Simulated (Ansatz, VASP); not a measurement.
**Ga3Sb in VASP and in Ansatz**

```
CELL_PARAMETERS angstrom
-2.15037 2.15037 4.33449
2.15037 -2.15037 4.33449
2.15037 2.15037 -4.33449
ATOMIC_POSITIONS crystal
Ga 0.75000 0.25000 0.50000
Ga 0.25000 0.75000 0.50000
Ga 0.50000 0.50000 0.00000
Sb 0.00000 0.00000 0.00000
```

Alike in both runs: task single point; functional PBE; dispersion D3(BJ); k mesh 14 × 14 × 14; occupations gaussian, width 0.15 eV; no spin polarisation.

|  | VASP | Ansatz |
| --- | --- | --- |
| version | VASP 6.6.1 | Ansatz 0.2.0 |
| potentials or method | VASP PAW PBE potentials, release 64 (Ga_d, Sb), cutoff 520 eV | scalar-relativistic, plane waves, PAW |
| valence electrons in the cell | 44 | 54 |

Ansatz gave:

| Item | Value |
| --- | --- |
| gap on the k mesh at the Fermi level (eV) | none |
| pressure (GPa) | 2.2 |
| traceless stress, the component that is largest in VASP (GPa) | 0.06 |

Task: Which values does VASP return?

Result: gap on the k mesh at the Fermi level (eV): none; pressure (GPa): 2.2; traceless stress, the component that is largest in VASP (GPa): 0.07.

A gap of «none» marks a metal or a gap that the smearing closes. VASP's potentials hold 44 valence electrons a cell and Ansatz's 54, so a difference there can come from the potentials and not from the codes.

Spin-orbit coupling is off throughout.
